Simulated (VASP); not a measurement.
# Gd (P6_3/mmc) in VASP: single point with PBE

Aim: the single point of Gd with PBE.

All numbers are computed with VASP 6.6.1; they aren't measurements. Logs are shortened: lines on timing, memory, paths and dates and some standing lists are left out, and cuts for length are marked.

## (1) The cell of the first run

The structure is hexagonal, space group P6_3/mmc (No. 194). The conventional cell has a = 3.673 Å, b = 3.673 Å, c = 5.667 Å, α = 90.00°, β = 90.00°, γ = 120.00°. Gd (site symmetry -6m2) has 12 Gd at 3.54 to 3.67 Å within 4.7 Å.

## (2) Single point, PBE, collinear spin, ferromagnetic start (z stretched by -2 % at fixed volume)

INCAR reads:

```
  PREC = Accurate
  ENCUT = 520
  EDIFF = 1E-6
  ISMEAR = -1
  SIGMA = 0.05
  LREAL = False
  LASPH = True
  NELM = 150
  ALGO = Normal
  ISIF = 2
  LWAVE = False
  LCHARG = True
  ISPIN = 2
  MAGMOM = 7 7
  LORBIT = 11
  LMAXMIX = 6
  GGA = PE
  LELF = True
  LVHAR = True
  NBANDS = 29
```

KPOINTS reads:

```
regular mesh
0
Gamma
  12 12 7
```

POSCAR reads:

```
Gd
1.0
    3.6729153659      0.0000000000      0.0000000000
   -1.8364576830      3.1808380129      0.0000000000
    0.0000000000      0.0000000000      5.6669480000
Gd
2
Direct
    0.3333333333      0.6666666667      0.2500000000
    0.6666666667      0.3333333333      0.7500000000
```

Potentials or basis: VASP PAW PBE potentials, release 64 (Gd).

The run is started by

```sh
> cat potpaw_PBE.64/Gd/POTCAR > POTCAR
> mpirun -np 1 vasp_std > vasp.out
```

OUTCAR:

```text
PREC = Accurate
   ENCUT = 520
   EDIFF = 1E-6
   ISMEAR = -1
   LREAL = False
   LASPH = True
   NELM = 150
   ISIF = 2
   ISPIN = 2
   LORBIT = 11
   GGA = PE

 ion  position               nearest neighbor table
   1  0.333  0.667  0.250-   2 3.54   2 3.54   2 3.54   2 3.54   2 3.54   2 3.54
   2  0.667  0.333  0.750-   1 3.54   1 3.54   1 3.54   1 3.54   1 3.54   1 3.54

  LATTYP: Found a hexagonal cell.
 ALAT       =     3.6729153659
 C/A-ratio  =     1.5429018737

  Lattice vectors:

 A1 = (   3.6729153659,   0.0000000000,   0.0000000000)
 A2 = (  -1.8364576830,   3.1808380129,   0.0000000000)
 A3 = (   0.0000000000,   0.0000000000,   5.6669480000)

Analysis of symmetry for initial positions (statically):
=====================================================================
 Subroutine PRICEL returns:
 Original cell was already a primitive cell.

 Routine SETGRP: Setting up the symmetry group for a
 hexagonal supercell.

 Subroutine GETGRP returns: Found 24 space group operations
 (whereof 12 operations were pure point group operations)
 out of a pool of 24 trial point group operations.

The static configuration has the point symmetry D_3d.
 The point group associated with its full space group is D_6h.

Analysis of symmetry for dynamics (positions and initial velocities):
=====================================================================
 Subroutine PRICEL returns:
 Original cell was already a primitive cell.

 Routine SETGRP: Setting up the symmetry group for a
 hexagonal supercell.

 Subroutine GETGRP returns: Found 24 space group operations
 (whereof 12 operations were pure point group operations)
 out of a pool of 24 trial point group operations.

The dynamic configuration has the point symmetry D_3d.
 The point group associated with its full space group is D_6h.

Analysis of structural, dynamic, and magnetic symmetry:
=====================================================================
 Subroutine PRICEL returns:
 Original cell was already a primitive cell.

 Routine SETGRP: Setting up the symmetry group for a
 hexagonal supercell.

 Subroutine GETGRP returns: Found 24 space group operations
 (whereof 12 operations were pure point group operations)
 out of a pool of 24 trial point group operations.

The overall configuration has the point symmetry D_3d.
 The point group associated with its full space group is D_6h.

 Subroutine INISYM returns: Found 24 space group operations
 (whereof 12 operations are pure point group operations),
 and found     1 'primitive' translations

----------------------------------------------------------------------------------------

                                     Primitive cell

  volume of cell :      66.2067

  direct lattice vectors                    reciprocal lattice vectors
     3.672915366  0.000000000  0.000000000     0.272263284  0.157191280  0.000000000
    -1.836457683  3.180838013  0.000000000     0.000000000  0.314382561  0.000000000
     0.000000000  0.000000000  5.666948000     0.000000000  0.000000000  0.176461827

  length of vectors
     3.672915366  3.672915366  5.666948000     0.314382561  0.314382561  0.176461827

  position of ions in fractional coordinates (direct lattice)
     0.333333333  0.666666667  0.250000000
     0.666666667  0.333333333  0.750000000

  ion indices of the primitive-cell ions
   primitive index   ion index
                 1           1
                 2           2

----------------------------------------------------------------------------------------

 KPOINTS: regular mesh

Automatic generation of k-mesh.
 Grid dimensions read from file:
 generate k-points for:   12   12    7

 Generating k-lattice:

  Cartesian coordinates                     Fractional coordinates (reciprocal lattice)
     0.022688607  0.013099273  0.000000000     0.083333333  0.000000000  0.000000000
     0.000000000  0.026198547  0.000000000     0.000000000  0.083333333  0.000000000
     0.000000000  0.000000000  0.025208832     0.000000000  0.000000000  0.142857143

  Length of vectors
     0.026198547  0.026198547  0.025208832

  Shift w.r.t. Gamma in fractional coordinates (k-lattice)
     0.000000000  0.000000000  0.000000000

 Subroutine IBZKPT returns following result:
 ===========================================

 Found     76 irreducible k-points:

 Following reciprocal coordinates:
            Coordinates               Weight
  0.000000  0.000000  0.000000      1.000000
  0.083333  0.000000  0.000000      6.000000
  0.166667  0.000000  0.000000      6.000000
  0.250000 -0.000000  0.000000      6.000000
  0.333333  0.000000  0.000000      6.000000
  0.416667  0.000000  0.000000      6.000000
[... 16 lines left out ...]
  0.250000 -0.000000  0.142857     12.000000
  0.333333  0.000000  0.142857     12.000000
 [... further k-points ...]
   k-points           NKPTS =     76   k-points in BZ     NKDIM =     76   number of bands    NBANDS=     29
   number of dos      NEDOS =    301   number of ions     NIONS =      2
   total plane-waves  NPLWV =  32928
   dimension x,y,z NGX =    28 NGY =   28 NGZ =   42
   dimension x,y,z NGXF=    56 NGYF=   56 NGZF=   84
   ions per type =               2
   NGX,Y,Z   is equivalent  to a cutoff of  12.67, 12.67, 12.32 a.u.
   NGXF,Y,Z  is equivalent  to a cutoff of  25.35, 25.35, 24.64 a.u.
 SYSTEM =  unknown system
   PREC   = accura    normal or accurate (medium, high low for compatibility)
   ISTART =      0    job   : 0-new  1-cont  2-samecut
   ICHARG =      2    charge: 1-file 2-atom 10-const
   ISPIN  =      2    spin polarized calculation?
   LNONCOLLINEAR =      F non collinear calculations
   LSORBIT =      F    spin-orbit coupling
   LASPH  =      T    aspherical Exc in radial PAW
   ENCUT  =  520.0 eV  38.22 Ry    6.18 a.u.   6.83  6.83 10.54*2*pi/ulx,y,z
   NELM   =    150;   NELMIN=  2; NELMDL= -5     # of ELM steps
   EDIFF  = 0.1E-05   stopping-criterion for ELM
   LREAL  =      F    real-space projection
   EDIFFG = 0.1E-04   stopping-criterion for IOM
   NSW    =      0    number of steps for IOM
   IBRION =     -1    ionic relax: 0-MD 1-quasi-New 2-CG
   NFREE  =      0    steps in history (QN), initial steepest desc. (CG)
   ISIF   =      2    stress and relaxation
   ISYM   =      2    0-nonsym 1-usesym 2-fastsym
   POTIM  = 0.5000    time-step for ionic-motion
   TEBEG  =    0.0;   TEEND  =   0.0 temperature during run
   PSTRESS=    0.0 pullay stress
   NELECT =      36.0000    total number of electrons
   NUPDOWN=      -1.0000    fix difference up-down
   EMIN   =  10.00;   EMAX   =-10.00  energy-range for DOS
   EFERMI =   0.00;   METHOD = LEGACY
   ISMEAR =    -1;   SIGMA  =   0.05  broadening in eV -4-tet -1-fermi 0-gaus
   EFERMI_NEDOS =   21; number of points for ismear=-14 and -15
   IALGO  =     38    algorithm
   IMIX   =      4    mixing-type and parameters
     AMIX     =   0.40;   BMIX     =  1.00
     AMIX_MAG =   1.60;   BMIX_MAG =  1.00
  volume/ion in A,a.u.               =      33.10       223.39
  Fermi-wavevector in a.u.,A,eV,Ry     =   1.336211  2.525073 24.292662  1.785460
  Thomas-Fermi vector in A             =   2.464855
   LORBIT       =     11    0 simple, 1 ext, 2 COOP (PROOUT), +10 PAW based schemes
   GGA     = PE    functional components
   LHFCALC =     F    Hartree Fock is set to
   AEXX    =    0.0000 exact exchange contribution
   IVDW    =     0    specifies the selected vdW correction
   LEPSILON=     F    determine dielectric tensor
   LRPA    =     F    only Hartree local field effects (RPA)
 spin polarized calculation
  energy-cutoff  :      520.00
  volume of cell :       66.21
 maximum number of plane-waves:      1797
 NGX is ok and might be reduce to    28
   NGX = 13   NGY = 13   NGZ = 21

 number of electron      35.9999993 magnetization      15.2689552

 Free energy of the ion-electron system (eV)
  ---------------------------------------------------
  ext. energy  EPLUGINS =         0.00000000
  ---------------------------------------------------
  free energy    TOTEN  =       -23.41384955 eV

  energy without entropy =      -23.38710861  energy(sigma->0) =      -23.40047908

 E-fermi :   2.9517     XC(G=0):  -9.9685

 val. band max:        2.9444336539   @ k =   0.2500  -0.0000   0.4286
 cond. band min:       2.9529572312   @ k =   0.3333   0.0000   0.2857
 fundamental gap:      0.0085235773
 Fermi energy:         2.9516650619

 spin component 1

 k-point     1 :       0.0000    0.0000    0.0000
  band No.  band energies     occupation
      1     -42.3387      1.00000
      2     -42.2605      1.00000
      3     -20.1150      1.00000
      4     -19.4956      1.00000
      5     -19.4956      1.00000
      6     -19.3713      1.00000
[... 21 lines left out ...]
     28       4.6984      0.00000
     29       4.9369      0.00000
[... 705 lines left out ...]
 k-point    24 :       0.3333    0.0000    0.1429
  band No.  band energies     occupation
      1     -42.2959      1.00000
      2     -42.2553      1.00000
      3     -19.9449      1.00000
      4     -19.7836      1.00000
      5     -19.7275      1.00000
      6     -19.5972      1.00000
[... 21 lines left out ...]
     28       4.2439      0.00000
     29       4.5295      0.00000

 [... further k-points ...]

 spin component 2

 k-point     1 :       0.0000    0.0000    0.0000
  band No.  band energies     occupation
      1     -39.1006      1.00000
      2     -39.0029      1.00000
      3     -17.8709      1.00000
      4     -17.1245      1.00000
      5     -17.1244      1.00000
      6     -16.9790      1.00000
[... 21 lines left out ...]
     28       5.9135      0.00000
     29       6.1436      0.00000
[... 705 lines left out ...]
 k-point    24 :       0.3333    0.0000    0.1429
  band No.  band energies     occupation
      1     -39.0467      1.00000
      2     -38.9960      1.00000
      3     -17.6676      1.00000
      4     -17.4807      1.00000
      5     -17.4083      1.00000
      6     -17.2490      1.00000
[... 21 lines left out ...]
     28       5.3387      0.00000
     29       5.6993      0.00000

 [... further k-points ...]
[... 5 lines left out ...]
  --------------------------------------------------------------------------------------
  -------------------------------------------------------------------------------------
  Total       -0.6544124     -0.6544124      0.1587759      0.0000000      0.0000000      0.0000000
  in kB      -15.8365430    -15.8365430      3.8423198      0.0000000      0.0000000      0.0000000
  external PRESSURE =      -9.2769221 kB  Pullay stress =       0.0000000 kB

 VOLUME and BASIS-vectors are now :
 -----------------------------------------------------------------------------
  energy-cutoff  :      520.00
  volume of cell :       66.21
      direct lattice vectors                 reciprocal lattice vectors
     3.672915366  0.000000000  0.000000000     0.272263284  0.157191280  0.000000000
    -1.836457683  3.180838013  0.000000000     0.000000000  0.314382561  0.000000000
     0.000000000  0.000000000  5.666948000     0.000000000  0.000000000  0.176461827

 POSITION                                       TOTAL-FORCE (eV/Angst)
 -----------------------------------------------------------------------------------
     -0.00000      2.12056      1.41674        -0.000000      0.000000      0.000000
      1.83646      1.06028      4.25021         0.000000      0.000000      0.000000
 -----------------------------------------------------------------------------------
    total drift:                                0.000000     -0.000000      0.000000

  FREE ENERGIE OF THE ION-ELECTRON SYSTEM (eV)
  ---------------------------------------------------
  free  energy   TOTEN  =       -23.4138495487 eV

  energy  without entropy=      -23.3871086095  energy(sigma->0) =      -23.40047908

 total charge

# of ion       s       p       d       f       tot
--------------------------------------------------
    1        2.074   5.568   0.573   6.976  15.190
    2        2.074   5.568   0.573   6.976  15.190
--------------------------------------------------
tot          4.147  11.135   1.147  13.951  30.381

 magnetization (x)

# of ion       s       p       d       f       tot
--------------------------------------------------
    1        0.004  -0.051   0.219   6.827   6.999
    2        0.004  -0.051   0.219   6.827   6.999
--------------------------------------------------
tot          0.008  -0.102   0.437  13.653  13.997
```

It took 20 min on 1 thread of Intel Xeon Platinum 8175M at 2.50GHz (Skylake/Cascade Lake), shared host; peak memory 0.36 GiB.

What came out:

```
Free energy                                           : -23.4138 eV
Pressure                                              : -0.9 GPa
Net moment                                            : 15.27 μB per cell
Site moments                                          : Gd +7.00 μB
Valence electrons inside the program's atomic spheres : Gd 15.19
```

Caveat: spin-orbit coupling is left out, which moves the levels of the heavy elements. The state reached can hang on the start; a lower one may exist.
